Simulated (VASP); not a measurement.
# Mg (P6_3/mmc) in VASP: further runs, part 2 of 2

VASP 6.6.1.

## (3) Vibrations by perturbation theory, PBEsol

This run uses another cell than the first one, of 22.52 Å³/atom.

INCAR reads:

```
SYSTEM = Mg
PREC = Accurate ; ENCUT = 520
EDIFF = 1E-8 ; ISMEAR = -1
SIGMA = 0.1 ; LREAL = .False.
LASPH = .True. ; NELM = 80
ALGO = Normal ; ISIF = 2
LWAVE = .False. ; LCHARG = .True.
GGA = PS ; IBRION = 8
NSW = 1
```

KPOINTS reads:

```
Automatic mesh
0
Gamma
  12 12 8
  0 0 0
```

POSCAR reads:

```
Mg
1.0
    3.1906673457      0.0000000000      0.0000000000
   -1.5953336729      2.7631989764      0.0000000000
    0.0000000000      0.0000000000      5.1075428866
Mg
2
Direct
    0.3333333333      0.6666666667      0.2500000000
    0.6666666667      0.3333333333      0.7500000000
```

Potentials or basis: VASP PAW PBE potentials, release 64 (Mg).

Started as:

```bash
> cat potpaw_PBE.64/Mg/POTCAR > POTCAR
> mpirun -np 1 vasp_std > vasp.out
```

OUTCAR:

```text
SYSTEM = Mg
   PREC = Accurate
   ENCUT = 520
   EDIFF = 1E-8
   ISMEAR = -1
   LREAL = .False.
   LASPH = .True.
   NELM = 80
   ISIF = 2
   GGA = PS
   IBRION = 8
   NSW = 1

 ion  position               nearest neighbor table
   1  0.333  0.667  0.250-   2 3.15   2 3.15   2 3.15   2 3.15   2 3.15   2 3.15
   2  0.667  0.333  0.750-   1 3.15   1 3.15   1 3.15   1 3.15   1 3.15   1 3.15

  LATTYP: Found a hexagonal cell.
 ALAT       =     3.1906673457
 C/A-ratio  =     1.6007757416

  Lattice vectors:

 A1 = (   3.1906673457,   0.0000000000,   0.0000000000)
 A2 = (  -1.5953336729,   2.7631989764,   0.0000000000)
 A3 = (   0.0000000000,   0.0000000000,   5.1075428866)

Analysis of symmetry for initial positions (statically):
=====================================================================
 Subroutine PRICEL returns:
 Original cell was already a primitive cell.

 Routine SETGRP: Setting up the symmetry group for a
 hexagonal supercell.

 Subroutine GETGRP returns: Found 24 space group operations
 (whereof 12 operations were pure point group operations)
 out of a pool of 24 trial point group operations.

The static configuration has the point symmetry D_3d.
 The point group associated with its full space group is D_6h.

Analysis of symmetry for dynamics (positions and initial velocities):
=====================================================================
 Subroutine PRICEL returns:
 Original cell was already a primitive cell.

 Routine SETGRP: Setting up the symmetry group for a
 hexagonal supercell.

 Subroutine GETGRP returns: Found 24 space group operations
 (whereof 12 operations were pure point group operations)
 out of a pool of 24 trial point group operations.

The dynamic configuration has the point symmetry D_3d.
 The point group associated with its full space group is D_6h.

 Subroutine INISYM returns: Found 24 space group operations
 (whereof 12 operations are pure point group operations),
 and found     1 'primitive' translations

----------------------------------------------------------------------------------------

                                     Primitive cell

  volume of cell :      45.0304

  direct lattice vectors                    reciprocal lattice vectors
     3.190667346  0.000000000  0.000000000     0.313414058  0.180949691  0.000000000
    -1.595333673  2.763198976  0.000000000     0.000000000  0.361899381  0.000000000
     0.000000000  0.000000000  5.107542887     0.000000000  0.000000000  0.195788860

  length of vectors
     3.190667346  3.190667346  5.107542887     0.361899381  0.361899381  0.195788860

[... 141 lines left out ...]
      3       1.5885      1.99995
      4      13.5816      0.00000
      5      13.5817      0.00000
      6      13.7046      0.00000
[... 199 lines left out ...]
 k-point    24 :       0.3333    0.0000    0.1250
  band No.  band energies     occupation
      1      -2.0607      2.00000
      2       2.0348      1.99598
      3       4.0439      0.00000
      4       5.1496      0.00000
      5       8.1318      0.00000
      6      10.0550      0.00000

 [... further k-points ...]

------------------------ aborting loop because EDIFF is reached ----------------------------------------

  FORCE on cell =-STRESS in cart. coord.  units (eV):
  Direction    XX          YY          ZZ          XY          YZ          ZX
  --------------------------------------------------------------------------------------
  -------------------------------------------------------------------------------------
  Total       -0.0100023     -0.0100023     -0.0139621      0.0000000      0.0000000      0.0000000
  in kB       -0.3558818     -0.3558818     -0.4967691      0.0000000      0.0000000      0.0000000
  external PRESSURE =      -0.4028442 kB  Pullay stress =       0.0000000 kB

 VOLUME and BASIS-vectors are now :
 -----------------------------------------------------------------------------
  energy-cutoff  :      520.00
  volume of cell :       45.03
      direct lattice vectors                 reciprocal lattice vectors
     3.190667346  0.000000000  0.000000000     0.313414058  0.180949691  0.000000000
    -1.595333673  2.763198976  0.000000000     0.000000000  0.361899381  0.000000000
     0.000000000  0.000000000  5.107542887     0.000000000  0.000000000  0.195788860

 POSITION                                       TOTAL-FORCE (eV/Angst)
 -----------------------------------------------------------------------------------
     -0.00000      1.84213      1.27689        -0.000000      0.000000      0.000000
      1.59533      0.92107      3.83066         0.000000     -0.000000      0.000000
 -----------------------------------------------------------------------------------
    total drift:                                0.000000     -0.000000      0.000000

  FREE ENERGIE OF THE ION-ELECTRON SYSTEM (eV)
  ---------------------------------------------------
  free  energy   TOTEN  =        -3.4598080829 eV

  energy  without entropy=       -3.4329074278  energy(sigma->0) =       -3.44635776

[... ionic steps 2 to 3 ...]

--------------------------------------- Ionic step        4  -------------------------------------------

------------------------ aborting loop because EDIFF is reached ----------------------------------------

[... ionic steps 5 to 5 ...]

--------------------------------------- Ionic step        6  -------------------------------------------

 Free energy of the ion-electron system (eV)
  ---------------------------------------------------
  ---------------------------------------------------
  free energy    TOTEN  =        -0.00394386 eV

  energy without entropy =       -0.00394386

------------------------ aborting loop because EDIFF is reached ----------------------------------------

 INTERNAL STRAIN TENSOR  FOR ION    1  DIRECTION 3   (eV/Angst):
 -----------------------------------------------------------------------------
     0.00278 -0.00000 -0.00000
    -0.00000  0.00278  0.00000
     0.00000  0.00000 -0.00681

 INTERNAL STRAIN TENSOR FOR ION    2 for displacements in x,y,z  (eV/Angst):
          X           Y           Z          XY          YZ          ZX
  --------------------------------------------------------------------------------
  x    -0.00000     0.00000     0.00000     0.94653     0.00000     0.00000
  y     0.94653    -0.94653    -0.00000     0.00000     0.00000     0.00000
  z     0.00000     0.00000     0.00000     0.00000     0.00000    -0.00000

 SECOND DERIVATIVES (NOT SYMMETRIZED)
 ------------------------------------
               1X          1Y          1Z          2X          2Y          2Z
  1X    -0.770105    0.000000    0.000000    0.770105   -0.000000    0.000000
  1Y     0.000000   -0.770105    0.000000   -0.000000    0.770105    0.000000
  1Z     0.000000   -0.000000   -3.013989    0.000000    0.000000    3.013989
  2X     0.770105   -0.000000    0.000000   -0.770105    0.000000    0.000000
  2Y    -0.000000    0.770105    0.000000    0.000000   -0.770105    0.000000
  2Z     0.000000    0.000000    3.013989    0.000000   -0.000000   -3.013989

 Eigenvectors and eigenvalues of the dynamical matrix
 ----------------------------------------------------

   1 f  =    7.785540 THz    48.917988 2PiTHz  259.697645 cm-1    32.198390 meV
             X         Y         Z           dx          dy          dz
     -0.000000  1.842133  1.276886     0.000000   -0.000000   -0.707107
      1.595334  0.921066  3.830657     0.000000    0.000000    0.707107
[... 16 lines left out ...]
   5 f  =    0.000000 THz     0.000000 2PiTHz    0.000001 cm-1     0.000000 meV
             X         Y         Z           dx          dy          dz
     -0.000000  1.842133  1.276886     0.000000   -0.000000   -0.707107
      1.595334  0.921066  3.830657     0.000000    0.000000   -0.707107

   6 f/i=    0.000000 THz     0.000000 2PiTHz    0.000001 cm-1     0.000000 meV
             X         Y         Z           dx          dy          dz
     -0.000000  1.842133  1.276886     0.141564   -0.692791    0.000000
      1.595334  0.921066  3.830657     0.141564   -0.692791    0.000000

--------------------------------------------------------------------------------------------------------

 ELASTIC MODULI CONTR FROM IONIC RELAXATION (kBar)
 Direction    XX          YY          ZZ          XY          YZ          ZX
 --------------------------------------------------------------------------------
 XX         -41.3924     41.3924      0.0000      0.0000      0.0000     -0.0000
 YY          41.3924    -41.3924     -0.0000      0.0000      0.0000      0.0000
 ZZ           0.0000     -0.0000     -0.0000      0.0000      0.0000      0.0000
 XY           0.0000      0.0000      0.0000    -41.3924      0.0000     -0.0000
 YZ           0.0000      0.0000      0.0000      0.0000      0.0000      0.0000
 ZX          -0.0000      0.0000      0.0000     -0.0000      0.0000     -0.0000
 --------------------------------------------------------------------------------
```

OSZICAR:

```text
N       E                     dE             d eps       ncg     rms          rms(c)
DAV:   1    -0.495750210055E+00   -0.49575E+00   -0.12990E+03  1140   0.469E+02
DAV:   2    -0.345110499544E+01   -0.29554E+01   -0.28300E+01  1548   0.287E+01
[... 31 lines left out ...]
RMM:   4    -0.394520167285E-02   -0.24023E-04   -0.26563E-05  2490   0.136E-02    0.511E-03
RMM:   5    -0.394318368033E-02    0.20180E-05   -0.43538E-06  2486   0.520E-03    0.293E-04
RMM:   6    -0.394359076769E-02   -0.40709E-06    0.76913E-07  2589   0.449E-04    0.151E-04
RMM:   7    -0.394382795835E-02   -0.23719E-06    0.26681E-08  2595   0.149E-04    0.615E-06
RMM:   8    -0.394385592412E-02   -0.27966E-07    0.14850E-07  2691   0.213E-05    0.200E-06
RMM:   9    -0.394385748477E-02   -0.15606E-08    0.50812E-08  2576   0.752E-06    0.620E-07
 Linear response finished
```

It took 49 s on 1 thread of Intel Xeon 6975P-C (Granite Rapids), shared host; peak memory 0.35 GiB.

Results:

```
Highest phonon frequency at Γ : 260 cm⁻¹
```

Phonon frequencies in cm⁻¹ (negative: imaginary):
```csv
q point,frequencies
"(0.000, 0.000, 0.000)",0 0 0 131 131 260
```

Caveat: the PAW data sets were made with another functional, which shifts forces and pressure a little.
